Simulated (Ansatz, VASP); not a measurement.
**SrO: VASP beside Ansatz**

The input POSCAR:

```
SrO
1.0
    3.1028650671      0.0000000000      0.0000000000
    0.0000000000      3.1028650671      0.0000000000
    0.0000000000      0.0000000000      3.0324300301
Sr O
1 1
Direct
    0.0000000000      0.0000000000      0.0000000000
    0.5000000000      0.5000000000      0.5000000000
```

Contents of INCAR.step1:

```
SYSTEM = SrO
PREC = Accurate
ENCUT = 520
EDIFF = 1E-5
ISMEAR = 0
SIGMA = 0.01
LREAL = .FALSE.
LASPH = .TRUE.
NELM = 60
ALGO = Normal
ISIF = 2
LWAVE = .TRUE.
LCHARG = .FALSE.
GGA = PE
NBANDS = 15
```

The input INCAR.step2:

```
SYSTEM = SrO
PREC = Accurate
ENCUT = 520
EDIFF = 1E-6
ISMEAR = 0
SIGMA = 0.01
LREAL = .FALSE.
LASPH = .TRUE.
NELM = 60
ALGO = Normal
ISIF = 2
LWAVE = .FALSE.
LCHARG = .FALSE.
GGA = PE
LHFCALC = .TRUE.
HFSCREEN = 0.2079
PRECFOCK = Normal
ISTART = 1
NBANDS = 15
```

File KPOINTS:

```
Automatic mesh
0
G
  6 6 6
  0 0 0
```

Input for Ansatz:

```yaml
crystal:
  lattice:
    - [3.1028650671, 0.0, 0.0]
    - [0.0, 3.1028650671, 0.0]
    - [0.0, 0.0, 3.0324300301]
  atoms:
    - { symbol: Sr, position: [0.0, 0.0, 0.0] }
    - { symbol: O, position: [0.5, 0.5, 0.5] }
kpoints:
  mp_grid: { grid: [6, 6, 6] }
  band_path:
    path: [[0.0, 0.0, 0.0], [0.0, 0.5, 0.0], [0.5, 0.5, 0.0], [0.5, 0.5, 0.5]]
    npoints: 1
hamiltonian:
  xc: hse06
scf:
  occupations: { method: fixed }
  n_extra_bands: 4
output:
  forces: true
  stress: true
  eigenvalues: true
```

Change from the starting cell: uniaxial_z strain -2.3%.

Alike in both runs: task single point; functional HSE06; k mesh 6 × 6 × 6; no spin polarisation.

```csv
,VASP,Ansatz
version,VASP 6.6.1,Ansatz 0.2.0
potentials or method,"VASP PAW PBE potentials, release 64 (Sr_sv, O)","plane waves, PAW"
plane-wave cutoff (eV),520,420
occupations,"gaussian, width 0.01 eV",fixed
valence electrons in the cell,16,16
```

Ansatz gave:

| Property | Result |
| --- | --- |
| gap on the k mesh at the Fermi level (eV) | 4.21 |
| pressure (GPa) | 2.1 |
| traceless stress, the component that is largest in VASP (GPa) | 4.98 |

Task: Estimate VASP's values.

Result: gap on the k mesh at the Fermi level (eV): 4.15; pressure (GPa): 3.0; traceless stress, the component that is largest in VASP (GPa): 5.01.

Ansatz's warnings: stress exchange threshold loose, stress scf threshold loose.
